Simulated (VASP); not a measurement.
Write the native input for VASP 6.6.1 that does the following.

| Item | Value |
| --- | --- |
| Task | single point |
| Functional | LDA |
| Potentials or basis | VASP PAW LDA potentials, release 64 (Zn, F) |
| Cutoff | 600 eV |
| k mesh | 6 × 6 × 8 |
| Occupations | fermi-dirac, width 0.02 eV |
| Spin | no spin polarisation |
| Dipole correction | no |
| Further INCAR settings | ALGO = Normal; EDIFF = 1e-06; NBANDS = 35 |

The structure of ZnF2 lies in POSCAR:

```
ZnF2
1.0
    4.6308153885      0.0000000000      0.0000000000
    0.0000000000      4.6308153885      0.0000000000
    0.0000000000      0.0000000000      3.0879441373
Zn F
2 4
Direct
    0.0000000000      0.0000000000      0.0000000000
    0.5000000000      0.5000000000      0.5000000000
    0.3032977551      0.3032977551      0.0000000000
    0.1967022449      0.8032977551      0.5000000000
    0.6967022449      0.6967022449      0.0000000000
    0.8032977551      0.1967022449      0.5000000000
```

The input as run:

INCAR

```
PREC = Accurate
ENCUT = 600
EDIFF = 1E-6
ISMEAR = -1
SIGMA = 0.02
LREAL = False
LASPH = True
NELM = 120
ALGO = Normal
ISIF = 2
LWAVE = False
LCHARG = True
GGA = CA
LELF = True
LVHAR = True
NBANDS = 35
GGA_COMPAT = False
```

KPOINTS

```
Automatic mesh
0
Gamma
  6 6 8
```

Potentials or basis: VASP PAW LDA potentials, release 64 (Zn, F).

The run is started by

```bash
$ cat potpaw_LDA.64/Zn/POTCAR potpaw_LDA.64/F/POTCAR > POTCAR
$ mpirun -np 1 vasp_std > vasp.out
```

It gave:

| Item | Value |
| --- | --- |
| Pressure | 0.6 GPa |
| Largest force | 0.014 eV/Å |
| Band gap on the k mesh | 3.40 eV |

Run time: 81 s on 1 thread of Intel(R) Xeon(R) Platinum 8488C (Sapphire Rapids), with other jobs on the host, peak memory 0.23 GiB.
